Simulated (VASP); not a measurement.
# P in VASP: notebook

The runs below take P through single point, with PBEsol.

Program: VASP 6.6.1. These are calculated values, not measurements. Logs are shortened: lines on timing, memory, paths and dates and some standing lists are left out, and cuts for length are marked.

**1. The cell of the first run**

The cell holds a slab with vacuum, 4 atoms: a = 3.234 Å, b = 34.334 Å, c = 4.702 Å, α = 90.00°, β = 90.00°, γ = 90.00°.

**2. Single point, PBEsol (strain -0.015 along x and y, +0.015 along z)**

File INCAR:

```
PREC = Accurate
ENCUT = 520
EDIFF = 1E-6
ISMEAR = 0
SIGMA = 0.05
LREAL = F
LASPH = T
NELM = 100
ALGO = Normal
ISIF = 2
LWAVE = F
LCHARG = F
GGA = PS
NBANDS = 18
```

File KPOINTS:

```
regular mesh
0
Gamma
  8 1 6
```

File POSCAR:

```
P
1.0
    3.2344718042      0.0000000000      0.0000000000
    0.0000000000     34.3341755251      0.0000000000
    0.0000000000      0.0000000000      4.7015659806
P
4
Direct
    0.0000000000      0.9702614300      0.5921507200
    0.0000000000      0.0297385700      0.4078492800
    0.5000000000      0.0297385700      0.0921507200
    0.5000000000      0.9702614300      0.9078492800
```

Potentials or basis: VASP PAW PBE potentials, release 64 (P).

Run with:

```bash
$ cat potpaw_PBE.64/P/POTCAR > POTCAR
$ mpirun -np 1 vasp_std > vasp.out
```

OUTCAR:

```text
PREC = Accurate
   ENCUT = 520
   EDIFF = 1E-6
   ISMEAR = 0
   LREAL = F
   LASPH = T
   NELM = 100
   ISIF = 2
   GGA = PS

 ion  position               nearest neighbor table
   1  0.000  0.970  0.592-   4 2.20   4 2.20   2 2.22
   2  0.000  0.030  0.408-   3 2.20   3 2.20   1 2.22
   3  0.500  0.030  0.092-   2 2.20   2 2.20   4 2.22
   4  0.500  0.970  0.908-   1 2.20   1 2.20   3 2.22

  LATTYP: Found a simple orthorhombic cell.
 ALAT       =     3.2344718042
 B/A-ratio  =     1.4535807592
 C/A-ratio  =    10.6150795566

  Lattice vectors:

 A1 = (  -3.2344718042,   0.0000000000,   0.0000000000)
 A2 = (   0.0000000000,   0.0000000000,   4.7015659806)
 A3 = (   0.0000000000,  34.3341755251,   0.0000000000)

Analysis of symmetry for initial positions (statically):
=====================================================================
 Subroutine PRICEL returns:
 Original cell was already a primitive cell.

 Routine SETGRP: Setting up the symmetry group for a
 simple orthorhombic supercell.

 Subroutine GETGRP returns: Found  8 space group operations
 (whereof  4 operations were pure point group operations)
 out of a pool of  8 trial point group operations.

The static configuration has the point symmetry C_2h.
 The point group associated with its full space group is D_2h.

Analysis of symmetry for dynamics (positions and initial velocities):
=====================================================================
 Subroutine PRICEL returns:
 Original cell was already a primitive cell.

 Routine SETGRP: Setting up the symmetry group for a
 simple orthorhombic supercell.

 Subroutine GETGRP returns: Found  8 space group operations
 (whereof  4 operations were pure point group operations)
 out of a pool of  8 trial point group operations.

The dynamic configuration has the point symmetry C_2h.
 The point group associated with its full space group is D_2h.

 Subroutine INISYM returns: Found  8 space group operations
 (whereof  4 operations are pure point group operations),
 and found     1 'primitive' translations

----------------------------------------------------------------------------------------

                                     Primitive cell

  volume of cell :     522.1226

  direct lattice vectors                    reciprocal lattice vectors
     3.234471804  0.000000000  0.000000000     0.309169491  0.000000000  0.000000000
     0.000000000 34.334175525  0.000000000     0.000000000  0.029125499  0.000000000
     0.000000000  0.000000000  4.701565981     0.000000000  0.000000000  0.212695090

  length of vectors
     3.234471804 34.334175525  4.701565981     0.309169491  0.029125499  0.212695090

  position of ions in fractional coordinates (direct lattice)
     0.000000000  0.970261430  0.592150720
     0.000000000  0.029738570  0.407849280
     0.500000000  0.029738570  0.092150720
     0.500000000  0.970261430  0.907849280

  ion indices of the primitive-cell ions
   primitive index   ion index
                 1           1
                 2           2
                 3           3
                 4           4

----------------------------------------------------------------------------------------

 KPOINTS: regular mesh

Automatic generation of k-mesh.
 Grid dimensions read from file:
 generate k-points for:    8    1    6

 Generating k-lattice:

  Cartesian coordinates                     Fractional coordinates (reciprocal lattice)
     0.038646186  0.000000000  0.000000000     0.125000000  0.000000000  0.000000000
     0.000000000  0.029125499  0.000000000     0.000000000  1.000000000  0.000000000
     0.000000000  0.000000000  0.035449182     0.000000000  0.000000000  0.166666667

  Length of vectors
     0.038646186  0.029125499  0.035449182

  Shift w.r.t. Gamma in fractional coordinates (k-lattice)
     0.000000000  0.000000000  0.000000000

 Subroutine IBZKPT returns following result:
 ===========================================

 Found     20 irreducible k-points:

 Following reciprocal coordinates:
            Coordinates               Weight
  0.000000  0.000000  0.000000      1.000000
  0.125000  0.000000  0.000000      2.000000
  0.250000  0.000000  0.000000      2.000000
  0.375000  0.000000  0.000000      2.000000
  0.500000  0.000000  0.000000      1.000000
  0.000000  0.000000  0.166667      2.000000
[... 12 lines left out ...]
  0.375000  0.000000  0.500000      2.000000
  0.500000  0.000000  0.500000      1.000000
   k-points           NKPTS =     20   k-points in BZ     NKDIM =     20   number of bands    NBANDS=     18
   number of dos      NEDOS =    301   number of ions     NIONS =      4
   total plane-waves  NPLWV = 221184
   dimension x,y,z NGX =    24 NGY =  256 NGZ =   36
   dimension x,y,z NGXF=    48 NGYF=  512 NGZF=   72
   ions per type =               4
   NGX,Y,Z   is equivalent  to a cutoff of  12.34, 12.40, 12.73 a.u.
   NGXF,Y,Z  is equivalent  to a cutoff of  24.67, 24.79, 25.46 a.u.
 SYSTEM =  unknown system
   PREC   = accura    normal or accurate (medium, high low for compatibility)
   ISTART =      0    job   : 0-new  1-cont  2-samecut
   ICHARG =      2    charge: 1-file 2-atom 10-const
   ISPIN  =      1    spin polarized calculation?
   LNONCOLLINEAR =      F non collinear calculations
   LSORBIT =      F    spin-orbit coupling
   LASPH  =      T    aspherical Exc in radial PAW
   ENCUT  =  520.0 eV  38.22 Ry    6.18 a.u.   6.01 63.84  8.74*2*pi/ulx,y,z
   NELM   =    100;   NELMIN=  2; NELMDL= -5     # of ELM steps
   EDIFF  = 0.1E-05   stopping-criterion for ELM
   LREAL  =      F    real-space projection
   EDIFFG = 0.1E-04   stopping-criterion for IOM
   NSW    =      0    number of steps for IOM
   IBRION =     -1    ionic relax: 0-MD 1-quasi-New 2-CG
   NFREE  =      0    steps in history (QN), initial steepest desc. (CG)
   ISIF   =      2    stress and relaxation
   ISYM   =      2    0-nonsym 1-usesym 2-fastsym
   POTIM  = 0.5000    time-step for ionic-motion
   TEBEG  =    0.0;   TEEND  =   0.0 temperature during run
   PSTRESS=    0.0 pullay stress
   NELECT =      20.0000    total number of electrons
   NUPDOWN=      -1.0000    fix difference up-down
   EMIN   =  10.00;   EMAX   =-10.00  energy-range for DOS
   EFERMI =   0.00;   METHOD = LEGACY
   ISMEAR =     0;   SIGMA  =   0.05  broadening in eV -4-tet -1-fermi 0-gaus
   EFERMI_NEDOS =   21; number of points for ismear=-14 and -15
   IALGO  =     38    algorithm
   IMIX   =      4    mixing-type and parameters
     AMIX     =   0.40;   BMIX     =  1.00
     AMIX_MAG =   1.60;   BMIX_MAG =  1.00
  volume/ion in A,a.u.               =     130.53       880.86
  Fermi-wavevector in a.u.,A,eV,Ry     =   0.551858  1.042860  4.143616  0.304547
  Thomas-Fermi vector in A             =   1.584045
   LORBIT       =      0    0 simple, 1 ext, 2 COOP (PROOUT), +10 PAW based schemes
   GGA     = PS    functional components
   LHFCALC =     F    Hartree Fock is set to
   AEXX    =    0.0000 exact exchange contribution
   IVDW    =     0    specifies the selected vdW correction
   LEPSILON=     F    determine dielectric tensor
   LRPA    =     F    only Hartree local field effects (RPA)
 non-spin polarized calculation
 Gauss-broadening in eV      SIGMA  =   0.05
  energy-cutoff  :      520.00
  volume of cell :      522.12
 maximum number of plane-waves:     14140
   NGX = 13   NGY =127   NGZ = 17

 number of electron      19.9999995 magnetization

 Free energy of the ion-electron system (eV)
  ---------------------------------------------------
  ext. energy  EPLUGINS =         0.00000000
  ---------------------------------------------------
  free energy    TOTEN  =       -22.79831588 eV

  energy without entropy =      -22.79831588  energy(sigma->0) =      -22.79831588

 E-fermi :  -3.2764     XC(G=0):  -1.7948

 val. band max:       -3.5164110769   @ k =   0.0000   0.0000   0.0000
 cond. band min:      -2.4694248597   @ k =   0.0000   0.0000   0.0000
 fundamental gap:      1.0469862171
 Fermi energy:        -3.2763992028

 k-point     1 :       0.0000    0.0000    0.0000
  band No.  band energies     occupation
      1     -18.7033      2.00000
      2     -16.1470      2.00000
      3     -12.9794      2.00000
      4      -9.3353      2.00000
      5      -8.2196      2.00000
      6      -8.1861      2.00000
[... 10 lines left out ...]
     17       1.6293      0.00000
     18       1.7706      0.00000

 k-point     2 :       0.1250    0.0000    0.0000
  band No.  band energies     occupation
      1     -18.5091      2.00000
      2     -15.9442      2.00000
      3     -13.0137      2.00000
      4      -9.1922      2.00000
      5      -8.2922      2.00000
      6      -8.0460      2.00000
[... 10 lines left out ...]
     17       1.8154      0.00000
     18       1.8531      0.00000

 k-point     3 :       0.2500    0.0000    0.0000
  band No.  band energies     occupation
      1     -17.9330      2.00000
      2     -15.3385      2.00000
      3     -13.3664      2.00000
      4      -9.4151      2.00000
      5      -9.0538      2.00000
      6      -8.8158      2.00000
[... 10 lines left out ...]
     17       2.1092      0.00000
     18       2.5235      0.00000

 k-point     4 :       0.3750    0.0000    0.0000
  band No.  band energies     occupation
      1     -16.9986      2.00000
      2     -14.4081      2.00000
      3     -14.3391      2.00000
      4     -11.2657      2.00000
      5      -9.2580      2.00000
      6      -8.4791      2.00000
[... 10 lines left out ...]
     17       2.9512      0.00000
     18       3.0565      0.00000

 k-point     5 :       0.5000    0.0000    0.0000
  band No.  band energies     occupation
      1     -15.7669      2.00000
      2     -15.7669      2.00000
      3     -12.9656      2.00000
      4     -12.9656      2.00000
      5      -8.7488      2.00000
      6      -8.7488      2.00000
[... 10 lines left out ...]
     17       3.1971      0.00000
     18       3.1971      0.00000

 k-point     6 :       0.0000    0.0000    0.1667
  band No.  band energies     occupation
      1     -18.5728      2.00000
      2     -16.3704      2.00000
      3     -12.9295      2.00000
      4     -10.0056      2.00000
      5      -7.7966      2.00000
      6      -7.7012      2.00000
[... 10 lines left out ...]
     17       1.7899      0.00000
     18       1.8209      0.00000

 k-point     7 :       0.1250    0.0000    0.1667
  band No.  band energies     occupation
      1     -18.3794      2.00000
      2     -16.1748      2.00000
      3     -12.9248      2.00000
      4      -9.9086      2.00000
      5      -8.0465      2.00000
      6      -7.8068      2.00000
[... 10 lines left out ...]
     17       1.6497      0.00000
     18       2.0322      0.00000

 k-point     8 :       0.2500    0.0000    0.1667
  band No.  band energies     occupation
      1     -17.8065      2.00000
      2     -15.6043      2.00000
      3     -13.1537      2.00000
      4     -10.0227      2.00000
      5      -9.2390      2.00000
      6      -8.5013      2.00000
[... 10 lines left out ...]
     17       2.3933      0.00000
     18       2.5358      0.00000
[... 145 lines left out ...]
     17       2.9198      0.00000
     18       2.9198      0.00000

 k-point    16 :       0.0000    0.0000    0.5000
  band No.  band energies     occupation
      1     -17.6145      2.00000
      2     -17.6145      2.00000
      3     -11.9921      2.00000
      4     -11.9921      2.00000
      5      -6.4009      2.00000
      6      -6.4009      2.00000
[... 10 lines left out ...]
     17       2.1630      0.00000
     18       2.1630      0.00000

 k-point    17 :       0.1250    0.0000    0.5000
  band No.  band energies     occupation
      1     -17.4262      2.00000
      2     -17.4262      2.00000
      3     -11.9016      2.00000
      4     -11.9016      2.00000
      5      -7.3119      2.00000
      6      -7.3119      2.00000
[... 10 lines left out ...]
     17       2.4895      0.00000
     18       2.4895      0.00000

 k-point    18 :       0.2500    0.0000    0.5000
  band No.  band energies     occupation
      1     -16.8761      2.00000
      2     -16.8761      2.00000
      3     -11.8676      2.00000
      4     -11.8676      2.00000
      5      -8.9700      2.00000
      6      -8.9700      2.00000
[... 10 lines left out ...]
     17       2.9909      0.00000
     18       2.9909      0.00000

 k-point    19 :       0.3750    0.0000    0.5000
  band No.  band energies     occupation
      1     -16.0432      2.00000
      2     -16.0432      2.00000
      3     -12.6467      2.00000
      4     -12.6467      2.00000
      5      -9.2322      2.00000
      6      -9.2322      2.00000
[... 10 lines left out ...]
     17       3.1227      0.00000
     18       3.1227      0.00000

 k-point    20 :       0.5000    0.0000    0.5000
  band No.  band energies     occupation
      1     -15.4261      2.00000
      2     -15.4261      2.00000
      3     -13.4186      2.00000
      4     -13.4186      2.00000
      5      -8.5785      2.00000
      6      -8.5785      2.00000
[... 10 lines left out ...]
     17       3.1635      0.00000
     18       3.1635      0.00000

------------------------ aborting loop because EDIFF is reached ----------------------------------------

  FORCE on cell =-STRESS in cart. coord.  units (eV):
  Direction    XX          YY          ZZ          XY          YZ          ZX
  --------------------------------------------------------------------------------------
  -------------------------------------------------------------------------------------
  Total        0.7638950      1.1045933     -0.4650692      0.0000000     -0.0000000      0.0000000
  in kB        2.3440762      3.3895375     -1.4271042      0.0000000     -0.0000000      0.0000000
  external PRESSURE =       1.4355032 kB  Pullay stress =       0.0000000 kB

 VOLUME and BASIS-vectors are now :
 -----------------------------------------------------------------------------
  energy-cutoff  :      520.00
  volume of cell :      522.12
      direct lattice vectors                 reciprocal lattice vectors
     3.234471804  0.000000000  0.000000000     0.309169491  0.000000000  0.000000000
     0.000000000 34.334175525  0.000000000     0.000000000  0.029125499  0.000000000
     0.000000000  0.000000000  4.701565981     0.000000000  0.000000000  0.212695090

 POSITION                                       TOTAL-FORCE (eV/Angst)
 -----------------------------------------------------------------------------------
      0.00000     33.31313      2.78404        -0.000000     -0.274339     -0.044589
      0.00000      1.02105      1.91753        -0.000000      0.274339      0.044589
      1.61724      1.02105      0.43325        -0.000000      0.274339     -0.044589
      1.61724     33.31313      4.26831         0.000000     -0.274339      0.044589
 -----------------------------------------------------------------------------------
    total drift:                               -0.000000      0.000000     -0.000000

  FREE ENERGIE OF THE ION-ELECTRON SYSTEM (eV)
  ---------------------------------------------------
  free  energy   TOTEN  =       -22.7983158793 eV

  energy  without entropy=      -22.7983158793  energy(sigma->0) =      -22.79831588
```

Run time: 7.1 min. Hardware: 1 thread of Oxide Virtual Turin-like, shared host; peak memory 0.51 GiB.

Results:

```yaml
Free_energy: -22.7983 eV
Largest_force: 0.278 eV/Å
Band_gap_on_the_k_mesh: 1.05 eV, direct
```

Forces on the atoms (eV/Å):
```
P    0.000 -0.274 -0.045
P    0.000  0.274  0.045
P    0.000  0.274 -0.045
P    0.000 -0.274  0.045
```

Caveat: the cell differs from its parent crystal (strain -0.015 along x and y, +0.015 along z); the PAW data sets were made with another functional, which shifts forces and pressure a little.

**3. Single point, PBEsol (strain -0.015 along x and y, +0.030 along z)**

File INCAR:

```
  ALGO = Normal
  EDIFF = 1E-7
  ENCUT = 520
  GGA = PS
  ISIF = 2
  ISMEAR = 0
  LASPH = T
  LCHARG = T
  LELF = T
  LREAL = F
  LVHAR = T
  LWAVE = F
  NBANDS = 18
  NELM = 100
  PREC = Accurate
  SIGMA = 0.05
```

File KPOINTS:

```
k-points
0
Gamma
  8 1 6
```

POSCAR: that of step 2 with these lines changed.

```diff
@@ -4,3 +4,3 @@
     0.0000000000     34.3341755251      0.0000000000
-    0.0000000000      0.0000000000      4.7015659806
+    0.0000000000      0.0000000000      4.7710472513
 P
```

Potentials or basis: VASP PAW PBE potentials, release 64 (P).

Run with:

```bash
$ cat potpaw_PBE.64/P/POTCAR > POTCAR
$ mpirun -np 1 vasp_std > vasp.out
```

It took 8.3 min on 1 thread of Oxide Virtual Turin-like, shared host; peak memory 0.5 GiB.

It converged, with:

- Free energy: -22.7841 eV
- Largest force: 0.290 eV/Å
- Band gap on the k mesh: 1.13 eV, indirect (the least direct gap lies 1.4 meV higher)

Forces in eV/Å, atoms in the order of the input:
```
P    0.000 -0.227  0.181
P    0.000  0.227 -0.181
P    0.000  0.227  0.181
P    0.000 -0.227 -0.181
```

Levels at points of the mesh, in eV from the valence-band top:
```
           k point  band 7  band 8  band 9  band 10  band 11  band 12  band 13  band 14
(0.00, 0.00, 0.00)   -2.98   -1.55   -1.35     0.00     1.13     1.94     3.02     3.31
(0.50, 0.00, 0.00)   -2.71   -2.71   -1.85    -1.85     1.13     1.13     2.26     2.26
(0.00, 0.00, 0.50)   -2.21   -2.21   -1.54    -1.54     2.44     2.44     3.84     3.84
(0.50, 0.00, 0.50)   -4.43   -4.43   -0.88    -0.88     2.47     2.47     3.39     3.39
```

Caveat: the cell differs from its parent crystal (strain -0.015 along x and y, +0.030 along z); the PAW data sets were made with another functional, which shifts forces and pressure a little.
